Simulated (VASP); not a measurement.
# BaO (Fm-3m) in VASP: notebook

BaO is run at these levels: PBEsol; tasks: single point, relaxation of cell and atoms.

All numbers are computed with VASP 6.6.1; they aren't measurements. Logs are shortened: lines on timing, memory, paths and dates and some standing lists are left out, and cuts for length are marked.

## Step 1: The cell of the first run

The structure is cubic, space group Fm-3m (No. 225). The conventional cell has a = 5.490 Å, b = 5.490 Å, c = 5.490 Å, α = 90.00°, β = 90.00°, γ = 90.00°. Ba (site symmetry m-3m) has 6 O at 2.75 Å within 3.6 Å. Within 3.6 Å of O (site symmetry m-3m) lie 6 Ba at 2.75 Å.

## Step 2: Single point, PBEsol

Input file INCAR:

```
  PREC = Accurate
  ENCUT = 1340
  EDIFF = 1E-6
  ISMEAR = 0
  SIGMA = 0.01
  LREAL = False
  LASPH = True
  NELM = 120
  ALGO = Normal
  ISIF = 2
  LWAVE = False
  LCHARG = False
  GGA = PS
  NBANDS = 15
  GGA_COMPAT = False
```

Input file KPOINTS:

```
regular mesh
0
Gamma
  8 8 8
```

Input file POSCAR:

```
BaO
1.0
    0.0000000000      2.7451832401      2.7451832401
    2.7451832401      0.0000000000      2.7451832401
    2.7451832401      2.7451832401      0.0000000000
Ba O
1 1
Direct
    0.0000000000      0.0000000000      0.0000000000
    0.5000000000      0.5000000000      0.5000000000
```

Potentials or basis: VASP PAW PBE potentials, release 64 (Ba_sv, O_h).

Launch:

```
> cat potpaw_PBE.64/Ba_sv/POTCAR potpaw_PBE.64/O_h/POTCAR > POTCAR
> mpirun -np 1 vasp_std > vasp.out
```

OUTCAR:

```text
PREC = Accurate
   ENCUT = 1340
   EDIFF = 1E-6
   ISMEAR = 0
   LREAL = False
   LASPH = True
   NELM = 120
   ISIF = 2
   GGA = PS

 ion  position               nearest neighbor table
   1  0.000  0.000  0.000-   2 2.75   2 2.75   2 2.75   2 2.75   2 2.75   2 2.75
   2  0.500  0.500  0.500-   1 2.75   1 2.75   1 2.75   1 2.75   1 2.75   1 2.75

  LATTYP: Found a face centered cubic cell.
 ALAT       =     5.4903664802

  Lattice vectors:

 A1 = (   0.0000000000,   2.7451832401,   2.7451832401)
 A2 = (   2.7451832401,   0.0000000000,   2.7451832401)
 A3 = (   2.7451832401,   2.7451832401,   0.0000000000)

Analysis of symmetry for initial positions (statically):
=====================================================================
 Subroutine PRICEL returns:
 Original cell was already a primitive cell.

 Routine SETGRP: Setting up the symmetry group for a
 face centered cubic supercell.

 Subroutine GETGRP returns: Found 48 space group operations
 (whereof 48 operations were pure point group operations)
 out of a pool of 48 trial point group operations.

The static configuration has the point symmetry O_h .

Analysis of symmetry for dynamics (positions and initial velocities):
=====================================================================
 Subroutine PRICEL returns:
 Original cell was already a primitive cell.

 Routine SETGRP: Setting up the symmetry group for a
 face centered cubic supercell.

 Subroutine GETGRP returns: Found 48 space group operations
 (whereof 48 operations were pure point group operations)
 out of a pool of 48 trial point group operations.

The dynamic configuration has the point symmetry O_h .

 Subroutine INISYM returns: Found 48 space group operations
 (whereof 48 operations are pure point group operations),
 and found     1 'primitive' translations

----------------------------------------------------------------------------------------

                                     Primitive cell

  volume of cell :      41.3756

  direct lattice vectors                    reciprocal lattice vectors
     0.000000000  2.745183240  2.745183240    -0.182137204  0.182137204  0.182137204
     2.745183240  0.000000000  2.745183240     0.182137204 -0.182137204  0.182137204
     2.745183240  2.745183240  0.000000000     0.182137204  0.182137204 -0.182137204

  length of vectors
     3.882275369  3.882275369  3.882275369     0.315470891  0.315470891  0.315470891

  position of ions in fractional coordinates (direct lattice)
     0.000000000  0.000000000  0.000000000
     0.500000000  0.500000000  0.500000000

[... 82 lines left out ...]
   ISIF   =      2    stress and relaxation
   ISYM   =      2    0-nonsym 1-usesym 2-fastsym
   POTIM  = 0.5000    time-step for ionic-motion
   TEBEG  =    0.0;   TEEND  =   0.0 temperature during run
   PSTRESS=    0.0 pullay stress
   NELECT =      16.0000    total number of electrons
   NUPDOWN=      -1.0000    fix difference up-down
   EMIN   =  10.00;   EMAX   =-10.00  energy-range for DOS
   EFERMI =   0.00;   METHOD = LEGACY
   ISMEAR =     0;   SIGMA  =   0.01  broadening in eV -4-tet -1-fermi 0-gaus
   EFERMI_NEDOS =   21; number of points for ismear=-14 and -15
   IALGO  =     38    algorithm
   IMIX   =      4    mixing-type and parameters
     AMIX     =   0.40;   BMIX     =  1.00
     AMIX_MAG =   1.60;   BMIX_MAG =  1.00
  volume/ion in A,a.u.               =      20.69       139.61
  Fermi-wavevector in a.u.,A,eV,Ry     =   1.192706  2.253888 19.354943  1.422548
  Thomas-Fermi vector in A             =   2.328738
   LORBIT       =      0    0 simple, 1 ext, 2 COOP (PROOUT), +10 PAW based schemes
   GGA     = PS    functional components
   LHFCALC =     F    Hartree Fock is set to
   AEXX    =    0.0000 exact exchange contribution
   IVDW    =     0    specifies the selected vdW correction
   LEPSILON=     F    determine dielectric tensor
   LRPA    =     F    only Hartree local field effects (RPA)
 non-spin polarized calculation
 Gauss-broadening in eV      SIGMA  =   0.01
  energy-cutoff  :     1340.00
  volume of cell :       41.38
 maximum number of plane-waves:      4645
 NGX is ok and might be reduce to    48
   NGX = 23   NGY = 23   NGZ = 23

 number of electron      16.0000000 magnetization

 Free energy of the ion-electron system (eV)
  ---------------------------------------------------
  ext. energy  EPLUGINS =         0.00000000
  ---------------------------------------------------
  free energy    TOTEN  =       -12.39936654 eV

  energy without entropy =      -12.39936654  energy(sigma->0) =      -12.39936654

 E-fermi :   2.2345     XC(G=0):  -9.9805

 val. band max:        2.0818404580   @ k =   0.5000   0.5000   0.0000
 cond. band min:       3.8533467209   @ k =   0.5000   0.5000   0.0000
 fundamental gap:      1.7715062629
 Fermi energy:         2.2345492906

 k-point     1 :       0.0000    0.0000    0.0000
  band No.  band energies     occupation
      1     -23.7689      2.00000
      2     -12.9279      2.00000
      3      -8.2038      2.00000
      4      -8.2038      2.00000
      5      -8.2038      2.00000
      6       1.6554      2.00000
      7       1.6554      2.00000
      8       1.6554      2.00000
      9       5.5571      0.00000
     10       6.6939      0.00000
     11       6.6939      0.00000
     12       6.6939      0.00000
     13       9.0500      0.00000
     14       9.0500      0.00000
[... 401 lines left out ...]
      2     -13.5630      2.00000
      3      -8.8970      2.00000
      4      -8.8921      2.00000
      5      -8.3187      2.00000
      6       0.3979      2.00000
      7       1.0640      2.00000
      8       1.1286      2.00000
      9       6.8666      0.00000
     10       7.4831      0.00000
     11      10.0262      0.00000
     12      10.0444      0.00000
     13      12.3420      0.00000
     14      13.9528      0.00000
     15      14.3008      0.00000

 [... further k-points ...]
[... 5 lines left out ...]
  --------------------------------------------------------------------------------------
  -------------------------------------------------------------------------------------
  Total        0.4722801      0.4722801      0.4722801      0.0000000     -0.0000000      0.0000000
  in kB       18.2879986     18.2879986     18.2879986      0.0000000     -0.0000000      0.0000000
  external PRESSURE =      18.2879986 kB  Pullay stress =       0.0000000 kB

 VOLUME and BASIS-vectors are now :
 -----------------------------------------------------------------------------
  energy-cutoff  :     1340.00
  volume of cell :       41.38
      direct lattice vectors                 reciprocal lattice vectors
     0.000000000  2.745183240  2.745183240    -0.182137204  0.182137204  0.182137204
     2.745183240  0.000000000  2.745183240     0.182137204 -0.182137204  0.182137204
     2.745183240  2.745183240  0.000000000     0.182137204  0.182137204 -0.182137204

 POSITION                                       TOTAL-FORCE (eV/Angst)
 -----------------------------------------------------------------------------------
      0.00000      0.00000      0.00000        -0.000000     -0.000000      0.000000
      2.74518      2.74518      2.74518         0.000000      0.000000     -0.000000
 -----------------------------------------------------------------------------------
    total drift:                               -0.000000     -0.000000     -0.000000

  FREE ENERGIE OF THE ION-ELECTRON SYSTEM (eV)
  ---------------------------------------------------
  free  energy   TOTEN  =       -12.3993665430 eV

  energy  without entropy=      -12.3993665430  energy(sigma->0) =      -12.39936654
```

OSZICAR:

```text
N       E                     dE             d eps       ncg     rms          rms(c)
DAV:   1     0.146912868354E+03    0.14691E+03   -0.13622E+04   870   0.211E+03
DAV:   2    -0.599991933193E+00   -0.14751E+03   -0.12954E+03  1161   0.286E+02
DAV:   3    -0.144711326401E+02   -0.13871E+02   -0.13523E+02  1116   0.856E+01
DAV:   4    -0.147565955670E+02   -0.28546E+00   -0.28531E+00   985   0.128E+01
DAV:   5    -0.147621411441E+02   -0.55456E-02   -0.55424E-02  1102   0.174E+00    0.937E+00
DAV:   6    -0.126604993171E+02    0.21016E+01   -0.74218E+00  1066   0.204E+01    0.631E+00
DAV:   7    -0.124389370366E+02    0.22156E+00   -0.65567E-01   997   0.668E+00    0.246E+00
DAV:   8    -0.124009543204E+02    0.37983E-01   -0.12252E-01  1045   0.369E+00    0.434E-01
DAV:   9    -0.123987120455E+02    0.22423E-02   -0.76153E-03  1144   0.861E-01    0.187E-01
DAV:  10    -0.123993690639E+02   -0.65702E-03   -0.17160E-03   934   0.374E-01    0.388E-02
DAV:  11    -0.123993673146E+02    0.17493E-05   -0.11833E-04  1087   0.101E-01    0.179E-02
DAV:  12    -0.123993665430E+02    0.77165E-06   -0.98377E-06  1003   0.321E-02
   1 F= -.12399367E+02 E0= -.12399367E+02  d E =-.174525-105
```

stdout:

```text
POSCAR found type information on POSCAR BaO
 POSCAR found :  2 types and       2 ions
 scaLAPACK will be used
 -----------------------------------------------------------------------------
|                                                                             |
|                                                                             |
|     You enforced a specific xc type in the INCAR file but a different       |
|     I HOPE YOU KNOW WHAT YOU ARE DOING!                                     |
|                                                                             |
 -----------------------------------------------------------------------------

 LDA part: xc-table for (Slater+PW92), standard interpolation
 POSCAR, INCAR and KPOINTS ok, starting setup
 FFT: planning ... GRIDC
 FFT: planning ... GRID_SOFT
 FFT: planning ... GRID
 WAVECAR not read
 entering main loop
```

Run time: 53 s. Hardware: 1 thread of Intel Xeon Platinum 8559C (Emerald Rapids), shared host; peak memory 0.35 GiB.

Results:

| Item | Value |
| --- | --- |
| Free energy | -12.3994 eV |
| Pressure | 1.8 GPa |
| Band gap on the k mesh | 1.77 eV |

Levels at points of the mesh, in eV from the valence-band top:
```
           k point  band 6  band 7  band 8  band 9  band 10  band 11
(0.00, 0.00, 0.00)   -0.43   -0.43   -0.43    3.48     4.61     4.61
(0.50, 0.00, 0.00)   -2.17   -1.63   -1.63    4.88     7.22     7.22
(0.50, 0.50, 0.00)   -0.20   -0.20    0.00    1.77     6.03     9.02
```

Caveat: the PAW data sets were made with another functional, which shifts forces and pressure a little; spin-orbit coupling is left out, which moves the levels of the heavy elements. Expect the measured gap to be larger: semilocal functionals such as PBEsol lack the derivative discontinuity.

## Step 3: Relaxation of cell and atoms, PBEsol

This run uses another cell than the first one, of 20.80 Å³/atom.

Input file INCAR:

```
SYSTEM = BaO
PREC     = Accurate       ! precision mode
ENCUT    = 1340           ! plane-wave cutoff, eV
EDIFF    = 1E-7           ! SCF threshold, eV
ISMEAR   = 0              ! smearing method
SIGMA    = 0.01           ! smearing width, eV
LREAL    = .False.        ! projectors in reciprocal space
LASPH    = .True.         ! aspherical terms in the spheres
NELM     = 120            ! most SCF steps
ALGO     = Normal         ! electronic algorithm
ISIF     = 3              ! what is computed and relaxed
LWAVE    = .False.        ! write WAVECAR
LCHARG   = .False.        ! write CHGCAR
GGA      = PS             ! functional
IBRION   = 2              ! ionic algorithm
NSW      = 100            ! ionic steps
EDIFFG   = -0.002         ! ionic threshold
GGA_COMPAT= .False.      
NELMIN   = 4
```

Input file KPOINTS:

```
regular mesh
0
Gamma
  8 8 8
  0 0 0
```

Input file POSCAR:

```
BaO
1.0
    0.0000000000      2.7500000000      2.7500000000
    2.7500000000      0.0000000000      2.7500000000
    2.7500000000      2.7500000000      0.0000000000
Ba O
1 1
Direct
    0.0000000000      0.0000000000      0.0000000000
    0.5000000000      0.5000000000      0.5000000000
```

Potentials or basis: VASP PAW PBE potentials, release 64 (Ba_sv, O_h).

Launch:

```
> cat potpaw_PBE.64/Ba_sv/POTCAR potpaw_PBE.64/O_h/POTCAR > POTCAR
> mpirun -np 1 vasp_std > vasp.out
```

Run time: 2.1 min. Hardware: 1 thread of Intel Xeon Platinum 8259CL at 2.50GHz (Skylake/Cascade Lake), shared host; peak memory 0.39 GiB.

The run converged. Its results:

- Free energy: -12.4048 eV
- Relaxed volume: 21.16 Å³/atom
- Relaxed cell: a = 3.912 Å, b = 3.912 Å, c = 3.912 Å, α = 60.00°, β = 60.00°, γ = 60.00°
- Space group after relaxing (to 0.1 Å): Fm-3m (No. 225)
- Energy gained by relaxing: 1.6 meV/atom
- Ionic steps: 3
- Pressure after relaxing: 0.0 GPa
- Band gap on the k mesh: 1.86 eV

The path:
```
step  energy change (eV)  largest force (eV/Å)  pressure (GPa)  volume (Å³)
   1              0.0000                0.0000            1.40        41.59
   2             -0.0023                0.0000           -0.67        42.70
   3             -0.0031                0.0000            0.00        42.32
```

Final structure:
```
CELL_PARAMETERS angstrom
0.00000 2.76592 2.76592
2.76592 0.00000 2.76592
2.76592 2.76592 0.00000
ATOMIC_POSITIONS crystal
Ba 0.00000 0.00000 0.00000
O 0.50000 0.50000 0.50000
```

Levels at points of the mesh, in eV from the valence-band top:
| k point | band 6 | band 7 | band 8 | band 9 | band 10 | band 11 |
| --- | --- | --- | --- | --- | --- | --- |
| (0.00, 0.00, 0.00) | -0.36 | -0.36 | -0.36 | 3.39 | 4.63 | 4.63 |
| (0.50, 0.00, 0.00) | -2.07 | -1.52 | -1.52 | 4.87 | 7.16 | 7.16 |
| (0.50, 0.50, 0.00) | -0.17 | -0.17 | 0.00 | 1.86 | 5.94 | 8.92 |

Caveat: the PAW data sets were made with another functional, which shifts forces and pressure a little; spin-orbit coupling is left out, which moves the levels of the heavy elements. PBEsol gaps usually lie below the measured ones, often by a third to a half.
